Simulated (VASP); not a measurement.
# Sc3Cu (Fm-3m) in VASP: notebook, part 2 of 2

VASP 6.6.1.

## 3. Single point, PBE

This run uses another cell than the first one, of 20.62 Å³/atom.

Input file INCAR:

```
SYSTEM = Sc3Cu
PREC     = Accurate       ! precision mode
ENCUT    = 520            ! plane-wave cutoff, eV
EDIFF    = 1E-7           ! SCF threshold, eV
ISMEAR   = 0              ! smearing method
SIGMA    = 0.1            ! smearing width, eV
LREAL    = .False.        ! projectors in reciprocal space
LASPH    = .True.         ! aspherical terms in the spheres
NELM     = 100            ! most SCF steps
ALGO     = Fast           ! electronic algorithm
ISIF     = 2              ! what is computed and relaxed
LWAVE    = .False.        ! write WAVECAR
LCHARG   = .False.        ! write CHGCAR
GGA      = PE             ! functional
NBANDS   = 30             ! bands
```

Input file KPOINTS:

```
regular mesh
0
Gamma
  4 4 4
  0 0 0
```

Input file POSCAR:

```
Sc3Cu
1.0
    0.0000000000      3.4548629099      3.4548629099
    3.4548629099      0.0000000000      3.4548629099
    3.4548629099      3.4548629099      0.0000000000
Sc Cu
3 1
Direct
    0.2500000000      0.2500000000      0.2500000000
    0.7500000000      0.7500000000      0.7500000000
    0.5000000000      0.5000000000      0.5000000000
    0.0000000000      0.0000000000      0.0000000000
```

Potentials or basis: VASP PAW PBE potentials, release 64 (Sc_sv, Cu).

The run is started by

```console
cat potpaw_PBE.64/Sc_sv/POTCAR potpaw_PBE.64/Cu/POTCAR > POTCAR
mpirun -np 1 vasp_std > vasp.out
```

OUTCAR:

```text
SYSTEM = Sc3Cu
   PREC = Accurate
   ENCUT = 520
   EDIFF = 1E-7
   ISMEAR = 0
   LREAL = .False.
   LASPH = .True.
   NELM = 100
   ISIF = 2
   GGA = PE

 ion  position               nearest neighbor table
   1  0.250  0.250  0.250-   4 2.99   4 2.99   4 2.99   3 2.99   4 2.99   3 2.99   3 2.99   3 2.99

   2  0.750  0.750  0.750-   3 2.99   3 2.99   3 2.99   3 2.99   4 2.99   4 2.99   4 2.99   4 2.99

   3  0.500  0.500  0.500-   1 2.99   1 2.99   1 2.99   1 2.99   2 2.99   2 2.99   2 2.99   2 2.99

   4  0.000  0.000  0.000-   2 2.99   2 2.99   2 2.99   1 2.99   2 2.99   1 2.99   1 2.99   1 2.99

  LATTYP: Found a face centered cubic cell.
 ALAT       =     6.9097258198

  Lattice vectors:

 A1 = (   0.0000000000,   3.4548629099,   3.4548629099)
 A2 = (   3.4548629099,   0.0000000000,   3.4548629099)
 A3 = (   3.4548629099,   3.4548629099,   0.0000000000)

Analysis of symmetry for initial positions (statically):
=====================================================================
 Subroutine PRICEL returns:
 Original cell was already a primitive cell.

[... 156 lines left out ...]

 E-fermi :   4.5895     XC(G=0): -10.4622

 val. band max:        4.4971140268   @ k =   0.2500   0.2500   0.0000
 cond. band min:       4.6044044195   @ k =   0.5000   0.0000   0.0000
 fundamental gap:      0.1072903926
 Fermi energy:         4.5894583459

 k-point     1 :       0.0000    0.0000    0.0000
  band No.  band energies     occupation
      1     -45.0327      2.00000
      2     -44.9117      2.00000
      3     -44.8742      2.00000
      4     -23.7599      2.00000
      5     -23.7599      2.00000
      6     -23.7599      2.00000
[... 253 lines left out ...]
     29       7.1974      0.00000
     30       7.4690      0.00000

------------------------ aborting loop because EDIFF is reached ----------------------------------------

  FORCE on cell =-STRESS in cart. coord.  units (eV):
  Direction    XX          YY          ZZ          XY          YZ          ZX
  --------------------------------------------------------------------------------------
  -------------------------------------------------------------------------------------
  Total        0.0533779      0.0533779      0.0533779      0.0000000     -0.0000000      0.0000000
  in kB        1.0369307      1.0369307      1.0369307      0.0000000     -0.0000000      0.0000000
  external PRESSURE =       1.0369307 kB  Pullay stress =       0.0000000 kB

 VOLUME and BASIS-vectors are now :
 -----------------------------------------------------------------------------
  energy-cutoff  :      520.00
  volume of cell :       82.48
      direct lattice vectors                 reciprocal lattice vectors
     0.000000000  3.454862910  3.454862910    -0.144723543  0.144723543  0.144723543
     3.454862910  0.000000000  3.454862910     0.144723543 -0.144723543  0.144723543
     3.454862910  3.454862910  0.000000000     0.144723543  0.144723543 -0.144723543

 POSITION                                       TOTAL-FORCE (eV/Angst)
 -----------------------------------------------------------------------------------
      1.72743      1.72743      1.72743        -0.000000     -0.000000     -0.000000
      5.18229      5.18229      5.18229         0.000000      0.000000      0.000000
      3.45486      3.45486      3.45486        -0.000000     -0.000000     -0.000000
      0.00000      0.00000      0.00000        -0.000000     -0.000000     -0.000000
 -----------------------------------------------------------------------------------
    total drift:                                0.000000      0.000000      0.000000

  FREE ENERGIE OF THE ION-ELECTRON SYSTEM (eV)
  ---------------------------------------------------
  free  energy   TOTEN  =       -22.0410964324 eV

  energy  without entropy=      -22.0096090291  energy(sigma->0) =      -22.02535273
```

OSZICAR:

```text
N       E                     dE             d eps       ncg     rms          rms(c)
DAV:   1     0.770268272207E+03    0.77027E+03   -0.20001E+04   480   0.174E+03
DAV:   2     0.338860068829E+02   -0.73638E+03   -0.72307E+03   600   0.669E+02
DAV:   3    -0.227423336976E+02   -0.56628E+02   -0.54279E+02   722   0.253E+02
[... 14 lines left out ...]
RMM:  18    -0.220410967068E+02   -0.68363E-05   -0.74707E-05   670   0.273E-02    0.754E-03
RMM:  19    -0.220410969812E+02   -0.27438E-06   -0.95361E-06   635   0.142E-02    0.797E-03
RMM:  20    -0.220410962610E+02    0.72024E-06   -0.36585E-06   544   0.155E-02    0.938E-04
RMM:  21    -0.220410963861E+02   -0.12518E-06   -0.17555E-06   549   0.530E-03    0.444E-04
RMM:  22    -0.220410964324E+02   -0.46301E-07   -0.34387E-07   476   0.524E-03
   1 F= -.22041096E+02 E0= -.22025353E+02  d E =-.314874E-01
```

stdout:

```text
POSCAR found type information on POSCAR ScCu
 POSCAR found :  2 types and       4 ions
 scaLAPACK will be used
 LDA part: xc-table for (Slater+PW92), standard interpolation
 POSCAR, INCAR and KPOINTS ok, starting setup
 FFT: planning ... GRIDC
 FFT: planning ... GRID_SOFT
 FFT: planning ... GRID
 WAVECAR not read
 entering main loop
```

Run time: 83 s. Hardware: 1 thread of Intel Xeon 8259CL, shared host; peak memory 0.2 GiB.

Results:

| Quantity | Value |
| --- | --- |
| Free energy | -22.0411 eV |
| Pressure | 0.1 GPa |
| Band gap on the k mesh | zero (bands 22 and 23 overlap by 0.79 eV) |

Caveat: the k points lie up to 0.39 Å⁻¹ apart, too coarse for converged energies and pressures of a metal.

## 4. Relaxation of cell and atoms, PBE

Input file INCAR:

```
ALGO = Normal
EDIFF = 1E-6
EDIFFG = -0.04
ENCUT = 600
GGA = PE
IBRION = 2
ISIF = 3
ISMEAR = 0
LASPH = True
LCHARG = False
LREAL = False
LWAVE = False
NELM = 80
NSW = 90
PREC = Accurate
SIGMA = 0.1
```

Input file KPOINTS:

```
k-points
0
Gamma
  4 4 4
```

Input file POSCAR:

```
Sc3Cu
1.0
    0.0000000000      3.3968351400      3.3968351400
    3.3968351400      0.0000000000      3.3968351400
    3.3968351400      3.3968351400      0.0000000000
Sc Cu
3 1
Direct
    0.2500000000      0.2500000000      0.2500000000
    0.7500000000      0.7500000000      0.7500000000
    0.5000000000      0.5000000000      0.5000000000
    0.0000000000      0.0000000000      0.0000000000
```

The run is started by

```console
cat potpaw_PBE.64/Sc_sv/POTCAR potpaw_PBE.64/Cu/POTCAR > POTCAR
mpirun -np 1 vasp_std > vasp.out
```

Run time: 3.1 min. Hardware: 1 thread of Intel Xeon 8259CL, shared host; peak memory 0.25 GiB.

It converged, with:

```yaml
Free_energy: -22.0414 eV
Relaxed_volume: 20.67 Å³/atom
Relaxed_cell: a = 4.890 Å, b = 4.890 Å, c = 4.890 Å, α = 60.00°, β = 60.00°, γ = 60.00°
Space_group_after_relaxing_to_0.1_Å: Fm-3m (No. 225)
Energy_gained_by_relaxing: 11.5 meV/atom
Ionic_steps: 3
Pressure_after_relaxing: 0.0 GPa
Band_gap_on_the_k_mesh: zero (bands 22 and 23 overlap by 0.79 eV)
```

The path:
| step | energy change (eV) | largest force (eV/Å) | pressure (GPa) | volume (Å³) |
| --- | --- | --- | --- | --- |
| 1 | 0.0000 | 0.0000 | 3.66 | 78.39 |
| 2 | -0.0443 | 0.0000 | -0.63 | 83.58 |
| 3 | -0.0462 | 0.0000 | 0.01 | 82.66 |

Final structure:
```cif
data_structure
_symmetry_space_group_name_H-M 'P 1'
_symmetry_Int_Tables_number 1
_cell_length_a 4.8896
_cell_length_b 4.8896
_cell_length_c 4.8896
_cell_angle_alpha 60.000
_cell_angle_beta 60.000
_cell_angle_gamma 60.000
_cell_volume 82.66
loop_
_atom_site_label
_atom_site_type_symbol
_atom_site_fract_x
_atom_site_fract_y
_atom_site_fract_z
_atom_site_occupancy
Sc1 Sc 0.25000 0.25000 0.25000 1
Sc2 Sc 0.75000 0.75000 0.75000 1
Sc3 Sc 0.50000 0.50000 0.50000 1
Cu1 Cu 0.00000 0.00000 0.00000 1
```

Levels at points of the mesh, in eV from the Fermi level:
| k point | band 17 | band 18 | band 19 | band 20 | band 21 | band 22 | band 23 | band 24 | band 25 | band 26 |
| --- | --- | --- | --- | --- | --- | --- | --- | --- | --- | --- |
| (0.00, 0.00, 0.00) | -2.78 | -2.78 | -0.67 | -0.67 | -0.67 | -0.41 | -0.41 | 0.45 | 0.45 | 0.45 |
| (0.50, 0.00, 0.00) | -2.72 | -2.71 | -2.71 | -0.92 | -0.92 | 0.01 | 0.15 | 0.15 | 0.76 | 0.76 |
| (0.50, 0.50, 0.00) | -2.71 | -2.71 | -2.67 | -0.82 | -0.73 | 0.38 | 0.38 | 0.43 | 0.45 | 0.45 |

Caveat: the k points lie up to 0.39 Å⁻¹ apart in the final cell, too coarse for converged energies and pressures of a metal.

## 5. Overview

```csv
task,cell,cutoff (eV),gap on the mesh (eV),pressure (GPa)
single point,"a = 4.804 Å, angles 60.0°, 4 atoms",520,none,3.5
single point,"a = 4.886 Å, angles 60.0°, 4 atoms",520,none,0.1
relaxation of cell and atoms,"relaxed from a = 4.804 Å, angles 60.0°, 4 atoms",600,none,0.0
```

Alike in all rows: level PBE; potentials or basis VASP PAW PBE potentials, release 64 (Sc_sv, Cu); no spin polarisation; k mesh 4 × 4 × 4; smearing gaussian 0.1 eV.

Caveats: all runs use coarse meshes.

Total energies depend on the potentials used, so only differences within one code and one set of settings carry meaning.
